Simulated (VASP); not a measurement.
Set up this calculation in VASP 6.6.1, as the native input.

```
Task                               : single point
Functional                         : HSE06
Dispersion                         : D3(BJ)
Potentials or basis                : VASP PAW PBE potentials, release 64 (K_sv, Cl)
Cutoff                             : 520 eV
k mesh                             : 4 × 4 × 4
Occupations                        : gaussian, width 0.01 eV
Spin                               : no spin polarisation
Dipole correction                  : no
Grid for exact exchange (PRECFOCK) : Normal
Further INCAR settings             : ALGO = Normal; EDIFF = 1e-06; NBANDS = 15
Screening parameter                : 0.2079 1/Å
```

Crystal: KCl.

```xyz
2
Lattice="0.0000 3.1448 3.1448 3.1448 0.0000 3.1448 3.1448 3.1448 0.0000" Properties=species:S:1:pos:R:3 pbc="T T T"
K     0.0000    0.0000    0.0000
Cl    3.1448    3.1448    3.1448
```

The input as run:

POSCAR

```
KCl
1.0
    0.0000000000      3.1448483221      3.1448483221
    3.1448483221      0.0000000000      3.1448483221
    3.1448483221      3.1448483221      0.0000000000
K Cl
1 1
Direct
    0.0000000000      0.0000000000      0.0000000000
    0.5000000000      0.5000000000      0.5000000000
```

INCAR.step1

```
  ALGO = Normal
  EDIFF = 1E-5
  ENCUT = 520
  GGA = PE
  ISIF = 2
  ISMEAR = 0
  LASPH = T
  LREAL = F
  LWAVE = T
  NBANDS = 15
  NELM = 60
  PREC = Accurate
  SIGMA = 0.01
```

INCAR.step2

```
  ALGO = Normal
  EDIFF = 1E-6
  ENCUT = 520
  GGA = PE
  HFSCREEN = 0.2079
  ISIF = 2
  ISMEAR = 0
  ISTART = 1
  IVDW = 12
  LASPH = T
  LCHARG = T
  LELF = T
  LHFCALC = T
  LREAL = F
  LVHAR = T
  LWAVE = F
  NBANDS = 15
  NELM = 60
  PREC = Accurate
  PRECFOCK = Normal
  SIGMA = 0.01
  VDW_A1 = 0.383
  VDW_A2 = 5.685
  VDW_S6 = 1.0
  VDW_S8 = 2.31
```

KPOINTS

```
k-points
0
Gamma
  4 4 4
```

Potentials or basis: VASP PAW PBE potentials, release 64 (K_sv, Cl).

Launch:

```console
$ cat potpaw_PBE.64/K_sv/POTCAR potpaw_PBE.64/Cl/POTCAR > POTCAR
$ cp INCAR.step1 INCAR
$ mpirun -np 1 vasp_std > vasp.out
$ cp INCAR.step2 INCAR
$ mpirun -np 1 vasp_std > vasp.out
```

It gave:

The pressure is -0.8 GPa and the band gap on the k mesh is 6.50 eV, direct. The dispersion energy per atom is -0.258 eV.

Caveat: the k points lie up to 0.43 Å⁻¹ apart; the PAW data sets were made with another functional, which shifts forces and pressure a little.

It took 11 min on 1 thread of Oxide Virtual Turin-like Processor, with other jobs on the host, peak memory 0.28 GiB.
